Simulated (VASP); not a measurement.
**Cr: single point with PBE**

Crystal: Cr.

```
CELL_PARAMETERS angstrom
-1.42432 1.42432 1.42432
1.42432 -1.42432 1.42432
1.42432 1.42432 -1.42432
ATOMIC_POSITIONS crystal
Cr 0.00000 0.00000 0.00000
```

```
Program                : VASP 6.6.1
Task                   : single point
Functional             : PBE
Potentials or basis    : VASP PAW PBE potentials, release 64 (Cr_pv)
Cutoff                 : 500 eV
k mesh                 : 5 × 5 × 5
Occupations            : fermi-dirac, width 0.1 eV
Spin                   : no spin polarisation
Dipole correction      : no
Further INCAR settings : ALGO = Normal; EDIFF = 1e-06; NBANDS = 12
```

- Pressure: -1.2 GPa
- Band gap on the k mesh: zero (band 6 reaches 12.49 eV, above the bottom of band 7 at 10.07 eV)

Levels at points of the mesh, in eV from the Fermi level:
```tsv
k point	band 3	band 4	band 5	band 6	band 7	band 8	band 9	band 10
(0.00, 0.00, 0.00)	-42.75	-7.90	-0.94	-0.94	-0.94	1.11	1.11	7.10
```

Wall time 2.2 s on 1 thread of Intel(R) Xeon(R) 6975P-C (Granite Rapids), with other jobs on the host, peak memory 0.11 GiB.

Caveat: the k points lie up to 0.62 Å⁻¹ apart; the run has no spin polarisation, though such a crystal can be magnetic. Spin polarisation is off, so any magnetic state and its effect on volume and gap are missing.
